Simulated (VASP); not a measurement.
## V: single point with revPBE

V:

```
V
1.0
     2.63182    0.00000    0.00000
    -1.31591    2.27922    0.00000
     0.00000    0.00000    4.70481
V
2
Cartesian
  0.0000 1.5195 1.1762
  1.3159 0.7597 3.5286
```

| Quantity | Value |
| --- | --- |
| Program | VASP 6.6.1 |
| Task | single point |
| Functional | revPBE |
| Potentials or basis | VASP PAW PBE potentials, release 64 (V_sv) |
| Cutoff | 520 eV |
| k mesh | 13 × 13 × 7 |
| Occupations | fermi-dirac, width 0.1 eV |
| Spin | no spin polarisation |
| Dipole correction | no |
| Further INCAR settings | ALGO = Normal; EDIFF = 1e-06; NBANDS = 20 |

```json
{"Pressure": "0.2 GPa", "Band gap on the k mesh": "zero (band 13 reaches 10.65 eV, above the bottom of band 14 at 9.03 eV)"}
```

Levels at points of the mesh, in eV from the Fermi level:
```
           k point  band 10  band 11  band 12  band 13  band 14  band 15  band 16  band 17
(0.00, 0.00, 0.00)    -3.38    -0.47    -0.17     0.31     0.31     0.64     0.64     1.73
```

It took 50 s on 1 thread of AMD EPYC 7R43 64-Core Processor (Zen 3), on a shared host, peak memory 0.12 GiB.

Caveat: the PAW data sets were made with another functional, which shifts forces and pressure a little.
